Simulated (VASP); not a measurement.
Write the native input for VASP 6.6.1 that does the following.

```yaml
Task: single point
Functional: PBE
Potentials_or_basis: VASP PAW PBE potentials, release 64 (Co, Ti_sv)
Cutoff: 520 eV
k_mesh: 9 × 9 × 9
Occupations: fermi-dirac, width 0.05 eV
Spin: collinear spin, ferromagnetic start
Starting_moments: "[2.0, 1.0] μB"
Dipole_correction: no
Further_INCAR_settings: ALGO = Fast; EDIFF = 1e-06; NBANDS = 22
```

The structure of TiCo lies in POSCAR:

```
TiCo
1.0
    2.9861109900      0.0000000000      0.0000000000
    0.0000000000      2.9861109900      0.0000000000
    0.0000000000      0.0000000000      2.9861109900
Co Ti
1 1
Direct
    0.5055210000      0.5022710000      0.4966010000
    0.0047930000     -0.0085480000     -0.0036040000
```

This cell differs from its parent crystal: atoms moved at random.

These files were run (other wordings do the same):

INCAR

```
ALGO = Fast
EDIFF = 1E-6
ENCUT = 520
GGA = PE
ISIF = 2
ISMEAR = -1
ISPIN = 2
LASPH = True
LCHARG = False
LMAXMIX = 4
LORBIT = 11
LREAL = False
LUSENCCL = False
LWAVE = False
MAGMOM = 2 1
NBANDS = 22
NELM = 150
PREC = Accurate
SIGMA = 0.05
```

KPOINTS

```
k-points
0
Gamma
  9 9 9
```

Potentials or basis: VASP PAW PBE potentials, release 64 (Co, Ti_sv).

Command:

```console
$ cat potpaw_PBE.64/Co/POTCAR potpaw_PBE.64/Ti_sv/POTCAR > POTCAR
$ mpirun -np 1 vasp_std > vasp.out
```

It gave:

- Pressure: -1.1 GPa
- Largest force: 0.161 eV/Å
- Net moment: 0.79 μB per cell
- Site moments: Co +0.87; Ti -0.03 μB
- Valence electrons inside the program's atomic spheres: Co 8.29; Ti 10.29

Caveat: the cell differs from its parent crystal (atoms moved at random).

Run time: 30 min on 1 × NVIDIA H100 80GB with 1 thread of Intel(R) Xeon(R) Platinum 8481C CPU @ 2.70GHz (Sapphire Rapids), with other jobs on the host, peak memory 1.4 GiB.
